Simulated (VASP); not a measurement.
Set up this calculation in VASP 6.6.1, as the native input.

| Item | Value |
| --- | --- |
| Task | single point |
| Functional | PBE |
| Potentials or basis | VASP PAW PBE potentials, release 64 (Sc_sv, Ti_sv, Se) |
| Cutoff | 520 eV |
| k mesh | 8 × 8 × 8 |
| Occupations | gaussian, width 0.1 eV |
| Spin | no spin polarisation |
| Dipole correction | no |
| Further INCAR settings | ALGO = Normal; EDIFF = 1e-07; NBANDS = 34 |

The structure of Sc3TiSe lies in POSCAR:

```
Sc3TiSe
1.0
    4.9865462525      0.0000000000      0.0000000000
    0.0000000000      4.9865462525      0.0000000000
    0.0000000000      0.0000000000      4.9865462525
Sc Ti Se
3 1 1
Direct
    0.0000000000      0.5000000000      0.5000000000
    0.5000000000      0.0000000000      0.5000000000
    0.5000000000      0.5000000000      0.0000000000
    0.0000000000      0.0000000000      0.0000000000
    0.5000000000      0.5000000000      0.5000000000
```

The cell was generated, and may not be a known phase.

One way to write it, as run:

INCAR

```
PREC = Accurate ; ENCUT = 520
EDIFF = 1E-7 ; ISMEAR = 0
SIGMA = 0.1 ; LREAL = False
LASPH = True ; NELM = 60
ALGO = Normal ; ISIF = 2
LWAVE = False ; LCHARG = False
GGA = PE ; NBANDS = 34
```

KPOINTS

```
Automatic mesh
0
Gamma
  8 8 8
```

Potentials or basis: VASP PAW PBE potentials, release 64 (Sc_sv, Ti_sv, Se).

Launch:

```bash
$ cat potpaw_PBE.64/Sc_sv/POTCAR potpaw_PBE.64/Ti_sv/POTCAR potpaw_PBE.64/Se/POTCAR > POTCAR
$ mpirun -np 1 vasp_std > vasp.out
```

Results of the run:

The pressure is 0.2 GPa and the band gap on the k mesh is zero (an odd number of electrons rules out a gap without spin polarisation).

It took 2.2 min on 1 thread of AMD EPYC 9R45 (Zen 5) (shared host), peak memory 0.28 GiB.
